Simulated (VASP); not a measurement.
# Mo3Pb (Pm-3m) in VASP: single point with PBE

Aim: the single point of Mo3Pb with PBE.

Everything below comes from runs of VASP 6.6.1. Logs are shortened: lines on timing, memory, paths and dates and some standing lists are left out, and cuts for length are marked.

## (1) The cell of the first run

It takes space group Pm-3m (No. 221, cubic). The conventional cell has a = 4.118 Å, b = 4.118 Å, c = 4.118 Å, α = 90.00°, β = 90.00°, γ = 90.00°. Within 3.8 Å of Mo (site symmetry 4/mmm) lie 8 Mo at 2.91 Å and 4 Pb at 2.91 Å. Pb (site symmetry m-3m) has 12 Mo at 2.91 Å within 3.8 Å.

## (2) Single point, PBE

File INCAR:

```
  PREC = Accurate
  ENCUT = 520
  EDIFF = 1E-7
  ISMEAR = 0
  SIGMA = 0.1
  LREAL = F
  LASPH = T
  NELM = 60
  ALGO = Fast
  ISIF = 2
  LWAVE = F
  LCHARG = F
  GGA = PE
  NBANDS = 36
```

File KPOINTS:

```
regular mesh
0
Gamma
  12 12 12
```

File POSCAR:

```
Mo3Pb
1.0
    4.1183124379      0.0000000000      0.0000000000
    0.0000000000      4.1183124379      0.0000000000
    0.0000000000      0.0000000000      4.1183124379
Mo Pb
3 1
Direct
    0.0000000000      0.5000000000      0.5000000000
    0.5000000000      0.0000000000      0.5000000000
    0.5000000000      0.5000000000      0.0000000000
    0.0000000000      0.0000000000      0.0000000000
```

Potentials or basis: VASP PAW PBE potentials, release 64 (Mo_sv, Pb_d).

Command:

```sh
> cat potpaw_PBE.64/Mo_sv/POTCAR potpaw_PBE.64/Pb_d/POTCAR > POTCAR
> mpirun -np 1 vasp_std > vasp.out
```

OUTCAR:

```text
PREC = Accurate
   ENCUT = 520
   EDIFF = 1E-7
   ISMEAR = 0
   LREAL = F
   LASPH = T
   NELM = 60
   ISIF = 2
   GGA = PE

 ion  position               nearest neighbor table
   1  0.000  0.500  0.500-   2 2.91   3 2.91   4 2.91   3 2.91   4 2.91   2 2.91   4 2.91   4 2.91
                             2 2.91   3 2.91   3 2.91   2 2.91
   2  0.500  0.000  0.500-   1 2.91   3 2.91   4 2.91   3 2.91   4 2.91   1 2.91   3 2.91   3 2.91
                             1 2.91   4 2.91   4 2.91   1 2.91
   3  0.500  0.500  0.000-   1 2.91   2 2.91   4 2.91   1 2.91   2 2.91   2 2.91   4 2.91   2 2.91
                             1 2.91   4 2.91   1 2.91   4 2.91
   4  0.000  0.000  0.000-   1 2.91   2 2.91   3 2.91   1 2.91   2 2.91   1 2.91   3 2.91   1 2.91
                             2 2.91   3 2.91   2 2.91   3 2.91

  LATTYP: Found a simple cubic cell.
 ALAT       =     4.1183124379

  Lattice vectors:

 A1 = (   4.1183124379,   0.0000000000,   0.0000000000)
 A2 = (   0.0000000000,   4.1183124379,   0.0000000000)
 A3 = (   0.0000000000,   0.0000000000,   4.1183124379)

Analysis of symmetry for initial positions (statically):
=====================================================================
 Subroutine PRICEL returns:
 Original cell was already a primitive cell.

 Routine SETGRP: Setting up the symmetry group for a
 simple cubic supercell.

 Subroutine GETGRP returns: Found 48 space group operations
 (whereof 48 operations were pure point group operations)
 out of a pool of 48 trial point group operations.

The static configuration has the point symmetry O_h .

Analysis of symmetry for dynamics (positions and initial velocities):
=====================================================================
 Subroutine PRICEL returns:
 Original cell was already a primitive cell.

 Routine SETGRP: Setting up the symmetry group for a
 simple cubic supercell.

 Subroutine GETGRP returns: Found 48 space group operations
 (whereof 48 operations were pure point group operations)
 out of a pool of 48 trial point group operations.

The dynamic configuration has the point symmetry O_h .

 Subroutine INISYM returns: Found 48 space group operations
 (whereof 48 operations are pure point group operations),
 and found     1 'primitive' translations

----------------------------------------------------------------------------------------

                                     Primitive cell

  volume of cell :      69.8486

  direct lattice vectors                    reciprocal lattice vectors
     4.118312438  0.000000000  0.000000000     0.242817905  0.000000000  0.000000000
     0.000000000  4.118312438  0.000000000     0.000000000  0.242817905  0.000000000
     0.000000000  0.000000000  4.118312438     0.000000000  0.000000000  0.242817905

  length of vectors
     4.118312438  4.118312438  4.118312438     0.242817905  0.242817905  0.242817905

  position of ions in fractional coordinates (direct lattice)
     0.000000000  0.500000000  0.500000000
     0.500000000  0.000000000  0.500000000
     0.500000000  0.500000000  0.000000000
     0.000000000  0.000000000  0.000000000

  ion indices of the primitive-cell ions
   primitive index   ion index
                 1           1
                 2           2
                 3           3
                 4           4

----------------------------------------------------------------------------------------

 KPOINTS: regular mesh

Automatic generation of k-mesh.
 Grid dimensions read from file:
 generate k-points for:   12   12   12

 Generating k-lattice:

  Cartesian coordinates                     Fractional coordinates (reciprocal lattice)
     0.020234825  0.000000000  0.000000000     0.083333333  0.000000000  0.000000000
     0.000000000  0.020234825  0.000000000     0.000000000  0.083333333  0.000000000
     0.000000000  0.000000000  0.020234825     0.000000000  0.000000000  0.083333333

  Length of vectors
     0.020234825  0.020234825  0.020234825

  Shift w.r.t. Gamma in fractional coordinates (k-lattice)
     0.000000000  0.000000000  0.000000000

 Subroutine IBZKPT returns following result:
 ===========================================

 Found     84 irreducible k-points:

 Following reciprocal coordinates:
            Coordinates               Weight
  0.000000  0.000000  0.000000      1.000000
  0.083333  0.000000  0.000000      6.000000
  0.166667  0.000000  0.000000      6.000000
  0.250000  0.000000  0.000000      6.000000
  0.333333  0.000000  0.000000      6.000000
  0.416667  0.000000  0.000000      6.000000
[... 16 lines left out ...]
  0.333333  0.333333  0.000000     12.000000
  0.416667  0.333333  0.000000     24.000000
 [... further k-points ...]
   k-points           NKPTS =     84   k-points in BZ     NKDIM =     84   number of bands    NBANDS=     36
   number of dos      NEDOS =    301   number of ions     NIONS =      4
   total plane-waves  NPLWV =  32768
   dimension x,y,z NGX =    32 NGY =   32 NGZ =   32
   dimension x,y,z NGXF=    64 NGYF=   64 NGZF=   64
   ions per type =               3   1
   NGX,Y,Z   is equivalent  to a cutoff of  12.92, 12.92, 12.92 a.u.
   NGXF,Y,Z  is equivalent  to a cutoff of  25.84, 25.84, 25.84 a.u.
 SYSTEM =  unknown system
   PREC   = accura    normal or accurate (medium, high low for compatibility)
   ISTART =      0    job   : 0-new  1-cont  2-samecut
   ICHARG =      2    charge: 1-file 2-atom 10-const
   ISPIN  =      1    spin polarized calculation?
   LNONCOLLINEAR =      F non collinear calculations
   LSORBIT =      F    spin-orbit coupling
   LASPH  =      T    aspherical Exc in radial PAW
   ENCUT  =  520.0 eV  38.22 Ry    6.18 a.u.   7.66  7.66  7.66*2*pi/ulx,y,z
   NELM   =     60;   NELMIN=  2; NELMDL= -5     # of ELM steps
   EDIFF  = 0.1E-06   stopping-criterion for ELM
   LREAL  =      F    real-space projection
   EDIFFG = 0.1E-05   stopping-criterion for IOM
   NSW    =      0    number of steps for IOM
   IBRION =     -1    ionic relax: 0-MD 1-quasi-New 2-CG
   NFREE  =      0    steps in history (QN), initial steepest desc. (CG)
   ISIF   =      2    stress and relaxation
   ISYM   =      2    0-nonsym 1-usesym 2-fastsym
   POTIM  = 0.5000    time-step for ionic-motion
   TEBEG  =    0.0;   TEEND  =   0.0 temperature during run
   PSTRESS=    0.0 pullay stress
   NELECT =      56.0000    total number of electrons
   NUPDOWN=      -1.0000    fix difference up-down
   EMIN   =  10.00;   EMAX   =-10.00  energy-range for DOS
   EFERMI =   0.00;   METHOD = LEGACY
   ISMEAR =     0;   SIGMA  =   0.10  broadening in eV -4-tet -1-fermi 0-gaus
   EFERMI_NEDOS =   21; number of points for ismear=-14 and -15
   IALGO  =     68    algorithm
   IMIX   =      4    mixing-type and parameters
     AMIX     =   0.40;   BMIX     =  1.00
     AMIX_MAG =   1.60;   BMIX_MAG =  1.00
  volume/ion in A,a.u.               =      17.46       117.84
  Fermi-wavevector in a.u.,A,eV,Ry     =   1.520845  2.873980 31.469850  2.312969
  Thomas-Fermi vector in A             =   2.629640
   LORBIT       =      0    0 simple, 1 ext, 2 COOP (PROOUT), +10 PAW based schemes
   GGA     = PE    functional components
   LHFCALC =     F    Hartree Fock is set to
   AEXX    =    0.0000 exact exchange contribution
   IVDW    =     0    specifies the selected vdW correction
   LEPSILON=     F    determine dielectric tensor
   LRPA    =     F    only Hartree local field effects (RPA)
 non-spin polarized calculation
 RMM-DIIS sequential band-by-band and
 Gauss-broadening in eV      SIGMA  =   0.10
  energy-cutoff  :      520.00
  volume of cell :       69.85
 maximum number of plane-waves:      1924
 NGX is ok and might be reduce to    32
   NGX = 15   NGY = 15   NGZ = 15

 number of electron      55.9999984 magnetization

 Free energy of the ion-electron system (eV)
  ---------------------------------------------------
  ext. energy  EPLUGINS =         0.00000000
  ---------------------------------------------------
  free energy    TOTEN  =       -33.69674323 eV

  energy without entropy =      -33.67614851  energy(sigma->0) =      -33.68644587

 E-fermi :  12.1704     XC(G=0): -12.8444

 val. band max:       12.1607644475   @ k =   0.3333   0.1667   0.0833
 cond. band min:      12.1800825363   @ k =   0.4167   0.1667   0.1667
 fundamental gap:      0.0193180888
 Fermi energy:        12.1704077329

 k-point     1 :       0.0000    0.0000    0.0000
  band No.  band energies     occupation
      1     -49.1200      2.00000
      2     -48.9613      2.00000
      3     -48.9613      2.00000
      4     -23.4680      2.00000
      5     -23.4680      2.00000
      6     -23.4680      2.00000
[... 28 lines left out ...]
     35      15.6123      0.00000
     36      15.6123      0.00000

 k-point     2 :       0.0833    0.0000    0.0000
  band No.  band energies     occupation
      1     -49.1177      2.00000
      2     -48.9637      2.00000
      3     -48.9613      2.00000
      4     -23.4617      2.00000
      5     -23.4617      2.00000
      6     -23.4587      2.00000
[... 28 lines left out ...]
     35      15.4992      0.00000
     36      15.8321      0.00000

 k-point     3 :       0.1667    0.0000    0.0000
  band No.  band energies     occupation
      1     -49.1107      2.00000
      2     -48.9707      2.00000
      3     -48.9612      2.00000
      4     -23.4434      2.00000
      5     -23.4434      2.00000
      6     -23.4312      2.00000
[... 28 lines left out ...]
     35      15.3595      0.00000
     36      16.1277      0.00000
[... 742 lines left out ...]
 k-point    23 :       0.3333    0.3333    0.0000
  band No.  band energies     occupation
      1     -49.0586      2.00000
      2     -49.0006      2.00000
      3     -48.9824      2.00000
      4     -23.4413      2.00000
      5     -23.2978      2.00000
      6     -23.2885      2.00000
[... 28 lines left out ...]
     35      15.9745      0.00000
     36      16.0415      0.00000

 k-point    24 :       0.4167    0.3333    0.0000
  band No.  band energies     occupation
      1     -49.0468      2.00000
      2     -49.0083      2.00000
      3     -48.9863      2.00000
      4     -23.4407      2.00000
      5     -23.3238      2.00000
      6     -23.2527      2.00000
[... 28 lines left out ...]
     35      15.7007      0.00000
     36      16.2566      0.00000

 [... further k-points ...]

------------------------ aborting loop because EDIFF is reached ----------------------------------------

  FORCE on cell =-STRESS in cart. coord.  units (eV):
  Direction    XX          YY          ZZ          XY          YZ          ZX
  --------------------------------------------------------------------------------------
  -------------------------------------------------------------------------------------
  Total        0.1122507      0.1122507      0.1122507      0.0000000      0.0000000     -0.0000000
  in kB        2.5747909      2.5747909      2.5747909      0.0000000      0.0000000     -0.0000000
  external PRESSURE =       2.5747909 kB  Pullay stress =       0.0000000 kB

 VOLUME and BASIS-vectors are now :
 -----------------------------------------------------------------------------
  energy-cutoff  :      520.00
  volume of cell :       69.85
      direct lattice vectors                 reciprocal lattice vectors
     4.118312438  0.000000000  0.000000000     0.242817905  0.000000000  0.000000000
     0.000000000  4.118312438  0.000000000     0.000000000  0.242817905  0.000000000
     0.000000000  0.000000000  4.118312438     0.000000000  0.000000000  0.242817905

 POSITION                                       TOTAL-FORCE (eV/Angst)
 -----------------------------------------------------------------------------------
      0.00000      2.05916      2.05916         0.000000      0.000000      0.000000
      2.05916      0.00000      2.05916         0.000000      0.000000      0.000000
      2.05916      2.05916      0.00000         0.000000      0.000000      0.000000
      0.00000      0.00000      0.00000         0.000000      0.000000      0.000000
 -----------------------------------------------------------------------------------
    total drift:                                0.000000     -0.000000     -0.000000

  FREE ENERGIE OF THE ION-ELECTRON SYSTEM (eV)
  ---------------------------------------------------
  free  energy   TOTEN  =       -33.6967432259 eV

  energy  without entropy=      -33.6761485133  energy(sigma->0) =      -33.68644587
```

It took 2.9 min on 1 thread of Intel Xeon 6975P-C, shared host; peak memory 0.3 GiB.

What came out:

```yaml
Free_energy: -33.6967 eV
Pressure: 0.3 GPa
Band_gap_on_the_k_mesh: zero (band 28 reaches 12.68 eV, above the bottom of band 29 at 11.61 eV)
```

Caveat: spin-orbit coupling is left out, which moves the levels of the heavy elements.
